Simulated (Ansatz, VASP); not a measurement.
## One calculation of PbSe, two programs

INCAR

```
PREC = Accurate ; ENCUT = 520
EDIFF = 1E-6 ; ISMEAR = 0
SIGMA = 0.03 ; LREAL = False
LASPH = True ; NELM = 60
ALGO = Normal ; ISIF = 2
LWAVE = False ; LCHARG = True
GGA = PE ; IVDW = 12
LELF = True ; LVHAR = True
NBANDS = 17
```

The input KPOINTS:

```
regular mesh
0
Gamma
  10 10 10
```

The input POSCAR:

```
PbSe
1.0
    0.0000000000      3.1751245389      2.9306399494
    3.1751245389      0.0000000000      2.9306399494
    3.1751245389      3.1751245389      0.0000000000
Pb Se
1 1
Direct
    0.0000000000      0.0000000000      0.0000000000
    0.5000000000      0.5000000000      0.5000000000
```

Input for Ansatz:

```yaml
crystal:
  lattice:
    - [0.0, 3.1751245389, 2.9306399494]
    - [3.1751245389, 0.0, 2.9306399494]
    - [3.1751245389, 3.1751245389, 0.0]
  atoms:
    - { symbol: Pb, position: [0.0, 0.0, 0.0] }
    - { symbol: Se, position: [0.5, 0.5, 0.5] }
basis:
  ecutwfc: 420
kpoints:
  mp_grid: { grid: [10, 10, 10] }
hamiltonian:
  xc: pbe
  dispersion: d3bj
scf:
  occupations: { method: gaussian, width: 0.03 }
output:
  forces: true
  stress: true
  eigenvalues: true
```

Alike in both runs: task single point; functional PBE; dispersion D3(BJ); k mesh 10 × 10 × 10; occupations gaussian, width 0.03 eV; no spin polarisation.

```csv
,VASP,Ansatz
version,VASP 6.6.1,Ansatz 0.2.0
potentials or method,"VASP PAW PBE potentials, release 64 (Pb_d, Se), cutoff 520 eV","scalar-relativistic, plane waves, PAW"
valence electrons in the cell,20,30
```

```csv
,VASP,Ansatz,Ansatz less VASP
gap on the k mesh at the Fermi level (eV),0.20,0.20,-0.004
least direct gap on the mesh (eV),0.20,0.20,-0.004
pressure (GPa),-0.2,-0.2,+0.02
"traceless stress, the component that is largest in VASP (GPa)",7.00,6.98,-0.016
```

VASP's potentials hold 20 valence electrons a cell and Ansatz's 30, so a difference there can come from the potentials and not from the codes.

Neither program's run includes spin-orbit coupling.
